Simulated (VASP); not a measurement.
A run of VASP 6.6.1 is set up as follows.

Contents of INCAR:

```
PREC = Accurate ; ENCUT = 520
EDIFF = 1E-6 ; ISMEAR = 0
SIGMA = 0.15 ; LREAL = False
LASPH = True ; NELM = 60
ALGO = Fast ; ISIF = 2
LWAVE = False ; LCHARG = False
GGA = PS ; NBANDS = 26
```

The input KPOINTS:

```
Automatic mesh
0
Gamma
  10 10 10
```

File POSCAR:

```
Al2Cu
1.0
   -3.0264500000      3.0264500000      2.4379500000
    3.0264500000     -3.0264500000      2.4379500000
    3.0264500000      3.0264500000     -2.4379500000
Al Cu
4 2
Direct
    0.1593210787      0.6593210787      0.8186421574
    0.6593210787      0.8406789213      0.5000000000
    0.8406789213      0.3406789213      0.1813578426
    0.3406789213      0.1593210787      0.5000000000
    0.7500000000      0.7500000000      0.0000000000
    0.2500000000      0.2500000000      0.0000000000
```

Potentials or basis: VASP PAW PBE potentials, release 64 (Al, Cu).

The run is started by

```sh
$ cat potpaw_PBE.64/Al/POTCAR potpaw_PBE.64/Cu/POTCAR > POTCAR
$ mpirun -np 1 vasp_std > vasp.out
```

Q: What does it give for the pressure?

A: -2.8 GPa.

Q: What does it give for the largest force?

A: 0.017 eV/Å.

Q: What does it give for the band gap on the k mesh?

A: Zero (bands 17 and 18 overlap by 4.33 eV).

Stress tensor (GPa, compression positive):
```
-2.76  0.00  0.00
 0.00 -2.76  0.00
 0.00  0.00 -2.84
```

Caveat: the PAW data sets were made with another functional, which shifts forces and pressure a little.
